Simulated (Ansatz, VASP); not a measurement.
## SnO2 in VASP and in Ansatz

```xyz
6
Lattice="4.9001 0.0000 0.0000 0.0000 4.9001 0.0000 0.0000 0.0000 3.2380" Properties=species:S:1:pos:R:3 pbc="T T T"
Sn    0.0000    0.0000    0.0000
Sn    2.4501    2.4501    1.6190
O     1.5024    1.5024    0.0000
O     0.9477    3.9525    1.6190
O     3.3977    3.3977    0.0000
O     3.9525    0.9477    1.6190
```

Change from the starting cell: strain +0.0150 x Voigt [1, 1, 0, 0, 0, 0], atoms carried along.

Alike in both runs: task single point; functional PBE; k mesh 6 × 6 × 8; occupations gaussian, width 0.05 eV; no spin polarisation.

|  | VASP | Ansatz |
| --- | --- | --- |
| version | VASP 6.6.1 | Ansatz 0.2.0 |
| potentials or method | VASP PAW PBE potentials, release 64 (Sn_d, O), cutoff 520 eV | scalar-relativistic, plane waves, PAW |
| valence electrons in the cell | 52 | 52 |

```csv
,VASP,Ansatz,Ansatz less VASP
gap on the k mesh at the Fermi level (eV),0.42,0.43,+0.012
least direct gap on the mesh (eV),0.42,0.43,+0.012
pressure (GPa),-3.9,-4.5,-0.55
"traceless stress, the component that is largest in VASP (GPa)",1.01,0.81,-0.201
rms of the force components (eV/Å),0.033,0.042,+0.0095
```

Atom by atom the forces differ by 0.009 eV/Å (rms over components).
